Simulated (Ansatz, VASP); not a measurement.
Two plane-wave programs on KCd2Os3

```xyz
6
Lattice="5.3089 0.0000 0.0000 -2.6545 4.5977 0.0000 0.0000 0.0000 4.8591" Properties=species:S:1:pos:R:3 pbc="T T T"
K     0.0000    0.0000    0.0000
Cd    0.0000    3.0651    0.0000
Cd    2.6545    1.5326    0.0000
Os    2.6545    0.0000    2.4296
Os    1.3272    2.2988    2.4296
Os   -1.3272    2.2988    2.4296
```

Alike in both runs: functional PBE; k mesh 6 × 6 × 4; occupations gaussian, width 0.1 eV; no spin polarisation.

Ansatz relaxed the structure, and its values are those at the end. VASP's run is a single point on that final structure, the one shown.

|  | VASP | Ansatz |
| --- | --- | --- |
| version | VASP 6.6.1 | Ansatz 0.2.0 |
| potentials or method | VASP PAW PBE potentials, release 64 (K_sv, Cd_sv_GW, Os_sv_GW), cutoff 630 eV | scalar-relativistic, plane waves, PAW |
| valence electrons in the cell | 97 | 97 |

```tsv
	VASP	Ansatz	Ansatz less VASP
gap on the k mesh at the Fermi level (eV)	none	none	-
pressure (GPa)	-0.2	-0.1	+0.17
```

A gap of «none» marks a metal or a gap that the smearing closes.

Spin-orbit coupling is off throughout.
